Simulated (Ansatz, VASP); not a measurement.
Two plane-wave programs on Si3N4

```
Si N
1.0
     0.00000    3.79294    3.79294
     3.79294    0.00000    3.79294
     3.79294    3.79294    0.00000
Si N
6 8
Direct
  0.12500 0.12500 0.62500
  0.12500 0.62500 0.12500
  0.62500 0.12500 0.12500
  0.12500 0.12500 0.12500
  0.75000 0.75000 0.75000
  0.50000 0.50000 0.50000
  0.36787 0.36787 0.36787
  0.35361 0.88213 0.88213
  0.88213 0.88213 0.35361
  0.88213 0.35361 0.88213
  0.36787 0.36787 0.89639
  0.36787 0.89639 0.36787
  0.88213 0.88213 0.88213
  0.89639 0.36787 0.36787
```

Alike in both runs: functional PBEsol; k mesh 6 × 6 × 6; occupations gaussian, width 0.02 eV; no spin polarisation.

Ansatz relaxed the structure, and its values are those at the end. VASP's run is a single point on that final structure, the one shown.

```csv
,VASP,Ansatz
version,VASP 6.6.1,Ansatz 0.2.0
potentials or method,"VASP PAW PBE potentials, release 64 (Si, N), cutoff 520 eV","scalar-relativistic, plane waves, PAW"
valence electrons in the cell,64,64
```

|  | VASP | Ansatz | Ansatz less VASP |
| --- | --- | --- | --- |
| gap on the k mesh at the Fermi level (eV) | 3.52 | 3.53 | +0.008 |
| least direct gap on the mesh (eV) | 3.54 | 3.55 | +0.010 |
| pressure (GPa) | 22.0 | 21.6 | -0.46 |
| rms of the force components (eV/Å) | 0.004 | 0.000 | -0.0043 |

VASP's potentials were made for PBE, not for PBEsol. The functional is the same, so the differences come from potentials, cutoffs and numerics. Ansatz's warnings: stress scf threshold loose.
